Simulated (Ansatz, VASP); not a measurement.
# Si: VASP beside Ansatz

```
Si
1.0
     3.67806    0.00000    0.00000
    -1.83903    3.18530    0.00000
     0.00000    0.00000    6.58593
Si
4
Direct
  0.33333 0.66667 0.06301
  0.66667 0.33333 0.56301
  0.33333 0.66667 0.43699
  0.66667 0.33333 0.93699
```

Change from the starting cell: strain -0.040 along x and y, +0.040 along z, atoms carried along.

Alike in both runs: task single point; functional r2SCAN; k mesh 12 × 12 × 6; occupations gaussian, width 0.05 eV; no spin polarisation.

|  | VASP | Ansatz |
| --- | --- | --- |
| version | VASP 6.6.1 | Ansatz 0.2.0 |
| potentials or method | VASP PAW PBE potentials, release 64 (Si), cutoff 520 eV | scalar-relativistic, plane waves, PAW |
| valence electrons in the cell | 16 | 16 |

|  | VASP | Ansatz | Ansatz less VASP |
| --- | --- | --- | --- |
| gap on the k mesh at the Fermi level (eV) | 0.69 | 0.68 | -0.010 |
| least direct gap on the mesh (eV) | 1.15 | 1.14 | -0.012 |
| pressure (GPa) | 5.2 | 5.5 | +0.25 |
| traceless stress, the component that is largest in VASP (GPa) | -12.50 | -12.43 | +0.074 |
| rms of the force components (eV/Å) | 0.468 | 0.476 | +0.0073 |

VASP's potentials were made for PBE, not for r2SCAN. Atom by atom the forces differ by 0.007 eV/Å (rms over components).
